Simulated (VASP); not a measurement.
Wanted: the native input for a VASP 6.6.1 run.

* Task: single point
* Functional: HSE06
* Potentials or basis: VASP PAW PBE potentials, release 64 (Al, N)
* Cutoff: 520 eV
* k mesh: 8 × 8 × 8
* Occupations: fermi-dirac, width 0.05 eV
* Spin: no spin polarisation
* Dipole correction: no
* Grid for exact exchange (PRECFOCK): Normal
* Further INCAR settings: ALGO = Normal; EDIFF = 1e-07; NBANDS = 11
* Screening parameter: 0.2079 1/Å

AlN:

```
Al N
1.0
     0.00000    2.18399    2.18399
     2.18399    0.00000    2.18399
     2.18399    2.18399    0.00000
Al N
1 1
Direct
  0.00000 0.00000 0.00000
  0.25000 0.25000 0.25000
```

These files were run (other wordings do the same):

POSCAR

```
AlN
1.0
    0.0000000000      2.1839935596      2.1839935596
    2.1839935596      0.0000000000      2.1839935596
    2.1839935596      2.1839935596      0.0000000000
Al N
1 1
Direct
    0.0000000000      0.0000000000      0.0000000000
    0.2500000000      0.2500000000      0.2500000000
```

INCAR.step1

```
SYSTEM = AlN
PREC     = Accurate       ! precision mode
ENCUT    = 520            ! plane-wave cutoff, eV
EDIFF    = 1E-5           ! SCF threshold, eV
ISMEAR   = -1             ! smearing method
SIGMA    = 0.05           ! smearing width, eV
LREAL    = .FALSE.        ! projectors in reciprocal space
LASPH    = .TRUE.         ! aspherical terms in the spheres
NELM     = 80             ! most SCF steps
ALGO     = Normal         ! electronic algorithm
ISIF     = 2              ! what is computed and relaxed
LWAVE    = .TRUE.         ! write WAVECAR
LCHARG   = .FALSE.        ! write CHGCAR
NBANDS   = 11             ! bands
GGA      = PE             ! functional
```

INCAR.step2

```
SYSTEM = AlN
PREC     = Accurate       ! precision mode
ENCUT    = 520            ! plane-wave cutoff, eV
EDIFF    = 1E-7           ! SCF threshold, eV
ISMEAR   = -1             ! smearing method
SIGMA    = 0.05           ! smearing width, eV
LREAL    = .FALSE.        ! projectors in reciprocal space
LASPH    = .TRUE.         ! aspherical terms in the spheres
NELM     = 80             ! most SCF steps
ALGO     = Normal         ! electronic algorithm
ISIF     = 2              ! what is computed and relaxed
LWAVE    = .FALSE.        ! write WAVECAR
LCHARG   = .FALSE.        ! write CHGCAR
GGA      = PE             ! functional
LHFCALC  = .TRUE.         ! exact exchange
HFSCREEN = 0.2079         ! screening, 1/A
PRECFOCK = Normal       
NBANDS   = 11             ! bands
ISTART   = 1
```

KPOINTS

```
Automatic mesh
0
G
  8 8 8
  0 0 0
```

Potentials or basis: VASP PAW PBE potentials, release 64 (Al, N).

The run is started by

```sh
$ cat potpaw_PBE.64/Al/POTCAR potpaw_PBE.64/N/POTCAR > POTCAR
$ cp INCAR.step1 INCAR
$ mpirun -np 1 vasp_std > vasp.out
$ cp INCAR.step2 INCAR
$ mpirun -np 1 vasp_std > vasp.out
```

Results of the run:

```json
{
  "Pressure": "-0.5 GPa",
  "Band gap on the k mesh": "4.55 eV, indirect (least direct gap 5.55 eV)"
}
```

Caveat: the PAW data sets were made with another functional, which shifts forces and pressure a little.

It took 22 min on 1 thread of Intel(R) Xeon(R) Platinum 8375C CPU @ 2.90GHz (Ice Lake), on a shared host, peak memory 0.26 GiB.
